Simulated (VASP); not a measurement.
# NaB (Fm-3m) in VASP: further runs

NaB is run at these levels: LDA, PBE+D4, PBEsol, r2SCAN+rVV10; tasks: single point.

Everything below comes from runs of VASP 6.6.1. Logs are shortened: lines on timing, memory, paths and dates and some standing lists are left out, and cuts for length are marked.

**1. The cell of the first run**

The structure is cubic, space group Fm-3m (No. 225). Conventional cell: a = 5.205 Å, b = 5.205 Å, c = 5.205 Å, α = 90.00°, β = 90.00°, γ = 90.00°. Within 3.4 Å of Na (site symmetry m-3m) lie 6 B at 2.60 Å. Within 3.4 Å of B (site symmetry m-3m) lie 6 Na at 2.60 Å.

**2. Single point, LDA**

File INCAR:

```
  PREC = Accurate
  ENCUT = 520
  EDIFF = 1E-6
  ISMEAR = -1
  SIGMA = 0.1
  LREAL = False
  LASPH = True
  NELM = 60
  ALGO = Normal
  ISIF = 2
  LWAVE = False
  LCHARG = False
  GGA = CA
  NBANDS = 12
```

File KPOINTS:

```
regular mesh
0
Gamma
  9 9 9
```

File POSCAR:

```
NaB
1.0
    0.0000000000      2.6023625047      2.6023625047
    2.6023625047      0.0000000000      2.6023625047
    2.6023625047      2.6023625047      0.0000000000
Na B
1 1
Direct
    0.0000000000      0.0000000000      0.0000000000
    0.5000000000      0.5000000000      0.5000000000
```

Potentials or basis: VASP PAW LDA potentials, release 64 (Na_pv, B).

The run is started by

```console
cat potpaw_LDA.64/Na_pv/POTCAR potpaw_LDA.64/B/POTCAR > POTCAR
mpirun -np 1 vasp_std > vasp.out
```

OUTCAR:

```text
PREC = Accurate
   ENCUT = 520
   EDIFF = 1E-6
   ISMEAR = -1
   LREAL = False
   LASPH = True
   NELM = 60
   ISIF = 2
   GGA = CA

 ion  position               nearest neighbor table
   1  0.000  0.000  0.000-
   2  0.500  0.500  0.500-

  LATTYP: Found a face centered cubic cell.
 ALAT       =     5.2047250094

  Lattice vectors:

 A1 = (   0.0000000000,   2.6023625047,   2.6023625047)
 A2 = (   2.6023625047,   0.0000000000,   2.6023625047)
 A3 = (   2.6023625047,   2.6023625047,   0.0000000000)

Analysis of symmetry for initial positions (statically):
=====================================================================
 Subroutine PRICEL returns:
 Original cell was already a primitive cell.

 Routine SETGRP: Setting up the symmetry group for a
 face centered cubic supercell.

 Subroutine GETGRP returns: Found 48 space group operations
 (whereof 48 operations were pure point group operations)
 out of a pool of 48 trial point group operations.

The static configuration has the point symmetry O_h .

Analysis of symmetry for dynamics (positions and initial velocities):
=====================================================================
 Subroutine PRICEL returns:
 Original cell was already a primitive cell.

 Routine SETGRP: Setting up the symmetry group for a
 face centered cubic supercell.

 Subroutine GETGRP returns: Found 48 space group operations
 (whereof 48 operations were pure point group operations)
 out of a pool of 48 trial point group operations.

The dynamic configuration has the point symmetry O_h .

 Subroutine INISYM returns: Found 48 space group operations
 (whereof 48 operations are pure point group operations),
 and found     1 'primitive' translations

----------------------------------------------------------------------------------------

                                     Primitive cell

  volume of cell :      35.2479

  direct lattice vectors                    reciprocal lattice vectors
     0.000000000  2.602362505  2.602362505    -0.192133109  0.192133109  0.192133109
     2.602362505  0.000000000  2.602362505     0.192133109 -0.192133109  0.192133109
     2.602362505  2.602362505  0.000000000     0.192133109  0.192133109 -0.192133109

  length of vectors
     3.680296348  3.680296348  3.680296348     0.332784307  0.332784307  0.332784307

  position of ions in fractional coordinates (direct lattice)
     0.000000000  0.000000000  0.000000000
     0.500000000  0.500000000  0.500000000

  ion indices of the primitive-cell ions
   primitive index   ion index
                 1           1
                 2           2

----------------------------------------------------------------------------------------

 KPOINTS: regular mesh

Automatic generation of k-mesh.
 Grid dimensions read from file:
 generate k-points for:    9    9    9

 Generating k-lattice:

  Cartesian coordinates                     Fractional coordinates (reciprocal lattice)
    -0.021348123  0.021348123  0.021348123     0.111111111  0.000000000  0.000000000
     0.021348123 -0.021348123  0.021348123     0.000000000  0.111111111  0.000000000
     0.021348123  0.021348123 -0.021348123     0.000000000  0.000000000  0.111111111

  Length of vectors
     0.036976034  0.036976034  0.036976034

  Shift w.r.t. Gamma in fractional coordinates (k-lattice)
     0.000000000  0.000000000  0.000000000

 Subroutine IBZKPT returns following result:
 ===========================================

 Found     35 irreducible k-points:

 Following reciprocal coordinates:
            Coordinates               Weight
  0.000000  0.000000  0.000000      1.000000
  0.111111  0.000000  0.000000      8.000000
  0.222222  0.000000  0.000000      8.000000
  0.333333  0.000000  0.000000      8.000000
  0.444444  0.000000  0.000000      8.000000
  0.111111  0.111111  0.000000      6.000000
[... 16 lines left out ...]
 -0.333333  0.333333  0.000000     12.000000
  0.444444  0.444444  0.000000      6.000000
 [... further k-points ...]
   k-points           NKPTS =     35   k-points in BZ     NKDIM =     35   number of bands    NBANDS=     12
   number of dos      NEDOS =    301   number of ions     NIONS =      2
   total plane-waves  NPLWV =  21952
   dimension x,y,z NGX =    28 NGY =   28 NGZ =   28
   dimension x,y,z NGXF=    56 NGYF=   56 NGZF=   56
   ions per type =               1   1
   NGX,Y,Z   is equivalent  to a cutoff of  12.65, 12.65, 12.65 a.u.
   NGXF,Y,Z  is equivalent  to a cutoff of  25.30, 25.30, 25.30 a.u.
 SYSTEM =  unknown system
   PREC   = accura    normal or accurate (medium, high low for compatibility)
   ISTART =      0    job   : 0-new  1-cont  2-samecut
   ICHARG =      2    charge: 1-file 2-atom 10-const
   ISPIN  =      1    spin polarized calculation?
   LNONCOLLINEAR =      F non collinear calculations
   LSORBIT =      F    spin-orbit coupling
   LASPH  =      T    aspherical Exc in radial PAW
   ENCUT  =  520.0 eV  38.22 Ry    6.18 a.u.   6.84  6.84  6.84*2*pi/ulx,y,z
   NELM   =     60;   NELMIN=  2; NELMDL= -5     # of ELM steps
   EDIFF  = 0.1E-05   stopping-criterion for ELM
   LREAL  =      F    real-space projection
   EDIFFG = 0.1E-04   stopping-criterion for IOM
   NSW    =      0    number of steps for IOM
   IBRION =     -1    ionic relax: 0-MD 1-quasi-New 2-CG
   NFREE  =      0    steps in history (QN), initial steepest desc. (CG)
   ISIF   =      2    stress and relaxation
   ISYM   =      2    0-nonsym 1-usesym 2-fastsym
   POTIM  = 0.5000    time-step for ionic-motion
   TEBEG  =    0.0;   TEEND  =   0.0 temperature during run
   PSTRESS=    0.0 pullay stress
   NELECT =      10.0000    total number of electrons
   NUPDOWN=      -1.0000    fix difference up-down
   EMIN   =  10.00;   EMAX   =-10.00  energy-range for DOS
   EFERMI =   0.00;   METHOD = LEGACY
   ISMEAR =    -1;   SIGMA  =   0.10  broadening in eV -4-tet -1-fermi 0-gaus
   EFERMI_NEDOS =   21; number of points for ismear=-14 and -15
   IALGO  =     38    algorithm
   IMIX   =      4    mixing-type and parameters
     AMIX     =   0.40;   BMIX     =  1.00
     AMIX_MAG =   1.60;   BMIX_MAG =  1.00
  volume/ion in A,a.u.               =      17.62       118.93
  Fermi-wavevector in a.u.,A,eV,Ry     =   1.075715  2.032806 15.744142  1.157162
  Thomas-Fermi vector in A             =   2.211579
   LORBIT       =      0    0 simple, 1 ext, 2 COOP (PROOUT), +10 PAW based schemes
   GGA     = CA    functional components
   LHFCALC =     F    Hartree Fock is set to
   AEXX    =    0.0000 exact exchange contribution
   IVDW    =     0    specifies the selected vdW correction
   LEPSILON=     F    determine dielectric tensor
   LRPA    =     F    only Hartree local field effects (RPA)
 non-spin polarized calculation
  energy-cutoff  :      520.00
  volume of cell :       35.25
 maximum number of plane-waves:       958
   NGX = 13   NGY = 13   NGZ = 13

 number of electron      10.0000008 magnetization

 Free energy of the ion-electron system (eV)
  ---------------------------------------------------
  ext. energy  EPLUGINS =         0.00000000
  ---------------------------------------------------
  free energy    TOTEN  =        -5.02841002 eV

  energy without entropy =       -4.99533072  energy(sigma->0) =       -5.01187037

 E-fermi :   0.9971     XC(G=0):  -8.9643

 val. band max:        0.9471587413   @ k =  -0.4444   0.3333   0.0000
 cond. band min:       1.0138306862   @ k =  -0.2222   0.3333   0.1111
 fundamental gap:      0.0666719449
 Fermi energy:         0.9970650348

 k-point     1 :       0.0000    0.0000    0.0000
  band No.  band energies     occupation
      1     -21.9143      2.00000
      2     -21.9143      2.00000
      3     -21.9143      2.00000
      4      -6.3496      2.00000
      5       3.6030      0.00000
      6       3.6030      0.00000
      7       3.6030      0.00000
      8       9.4312      0.00000
      9      11.5471      0.00000
     10      11.5471      0.00000
     11      11.5471      0.00000
     12      14.0342      0.00000

 k-point     2 :       0.1111    0.0000    0.0000
  band No.  band energies     occupation
      1     -21.9215      2.00000
      2     -21.9150      2.00000
      3     -21.9150      2.00000
      4      -6.1831      2.00000
      5       3.0280      0.00000
      6       3.5066      0.00000
      7       3.5066      0.00000
      8       9.6792      0.00000
      9      10.8552      0.00000
     10      11.7982      0.00000
     11      11.7982      0.00000
     12      14.8243      0.00000

 k-point     3 :       0.2222    0.0000    0.0000
  band No.  band energies     occupation
      1     -21.9397      2.00000
      2     -21.9167      2.00000
      3     -21.9167      2.00000
      4      -5.7019      2.00000
      5       1.7000      0.00177
      6       3.2814      0.00000
      7       3.2814      0.00000
      8       9.3412      0.00000
      9      11.1740      0.00000
     10      12.1757      0.00000
     11      12.1757      0.00000
     12      14.5659      0.00000

 k-point     4 :       0.3333    0.0000    0.0000
  band No.  band energies     occupation
      1     -21.9602      2.00000
      2     -21.9188      2.00000
      3     -21.9188      2.00000
      4      -4.9787      2.00000
      5       0.2076      1.99925
      6       3.0513      0.00000
      7       3.0513      0.00000
      8       8.8220      0.00000
      9      12.0486      0.00000
     10      12.0486      0.00000
     11      12.1625      0.00000
     12      15.5045      0.00000

 k-point     5 :       0.4444    0.0000    0.0000
  band No.  band energies     occupation
      1     -21.9735      2.00000
      2     -21.9201      2.00000
      3     -21.9201      2.00000
      4      -4.2624      2.00000
      5      -0.9398      2.00000
      6       2.9130      0.00000
      7       2.9130      0.00000
      8       8.5756      0.00000
      9      11.8323      0.00000
     10      11.8323      0.00000
     11      12.8774      0.00000
     12      15.0613      0.00000
[... 228 lines left out ...]
      1     -21.9617      2.00000
      2     -21.9347      2.00000
      3     -21.9317      2.00000
      4      -4.0509      2.00000
      5       0.0487      1.99985
      6       1.8445      0.00042
      7       2.2493      0.00001
      8       7.8161      0.00000
      9       9.1336      0.00000
     10      12.5828      0.00000
     11      14.9428      0.00000
     12      15.5295      0.00000

 k-point    22 :      -0.4444    0.3333    0.0000
  band No.  band energies     occupation
      1     -21.9613      2.00000
      2     -21.9435      2.00000
      3     -21.9304      2.00000
      4      -3.6161      2.00000
      5      -0.1844      1.99999
      6       0.9472      1.24448
      7       2.2873      0.00000
      8       8.2815      0.00000
      9       9.9270      0.00000
     10      12.2469      0.00000
     11      14.4390      0.00000
     12      15.6708      0.00000

 k-point    23 :      -0.3333    0.3333    0.0000
  band No.  band energies     occupation
      1     -21.9542      2.00000
      2     -21.9522      2.00000
      3     -21.9266      2.00000
      4      -3.6477      2.00000
      5       0.1763      1.99946
      6       0.2989      1.99814
      7       2.4755      0.00000
      8       8.9047      0.00000
      9      11.1108      0.00000
     10      11.5564      0.00000
     11      13.8202      0.00000
     12      15.7288      0.00000

 k-point    24 :       0.4444    0.4444    0.0000
  band No.  band energies     occupation
      1     -21.9665      2.00000
      2     -21.9345      2.00000
      3     -21.9345      2.00000
      4      -3.7244      2.00000
      5      -0.3930      2.00000
      6       2.1038      0.00003
      7       2.1038      0.00003
      8       7.2082      0.00000
      9       8.4434      0.00000
     10      13.1570      0.00000
     11      15.9518      0.00000
     12      15.9518      0.00000

 [... further k-points ...]

------------------------ aborting loop because EDIFF is reached ----------------------------------------

  FORCE on cell =-STRESS in cart. coord.  units (eV):
  Direction    XX          YY          ZZ          XY          YZ          ZX
  --------------------------------------------------------------------------------------
  -------------------------------------------------------------------------------------
  Total        0.0048102      0.0048102      0.0048102      0.0000000     -0.0000000     -0.0000000
  in kB        0.2186447      0.2186447      0.2186447      0.0000000     -0.0000000     -0.0000000
  external PRESSURE =       0.2186447 kB  Pullay stress =       0.0000000 kB

 VOLUME and BASIS-vectors are now :
 -----------------------------------------------------------------------------
  energy-cutoff  :      520.00
  volume of cell :       35.25
      direct lattice vectors                 reciprocal lattice vectors
     0.000000000  2.602362505  2.602362505    -0.192133109  0.192133109  0.192133109
     2.602362505  0.000000000  2.602362505     0.192133109 -0.192133109  0.192133109
     2.602362505  2.602362505  0.000000000     0.192133109  0.192133109 -0.192133109

 POSITION                                       TOTAL-FORCE (eV/Angst)
 -----------------------------------------------------------------------------------
      0.00000      0.00000      0.00000        -0.000000     -0.000000     -0.000000
      2.60236      2.60236      2.60236         0.000000      0.000000      0.000000
 -----------------------------------------------------------------------------------
    total drift:                               -0.000000      0.000000      0.000000

  FREE ENERGIE OF THE ION-ELECTRON SYSTEM (eV)
  ---------------------------------------------------
  free  energy   TOTEN  =        -5.0284100218 eV

  energy  without entropy=       -4.9953307177  energy(sigma->0) =       -5.01187037
```

It took 18 s on 1 thread of Intel Xeon 8259CL, shared host; peak memory 0.14 GiB.

What came out:

```
Free energy            : -5.0284 eV
Pressure               : 0.0 GPa
Band gap on the k mesh : zero (bands 5 and 6 overlap by 3.30 eV)
```

(Continued in part 2 of 2.)
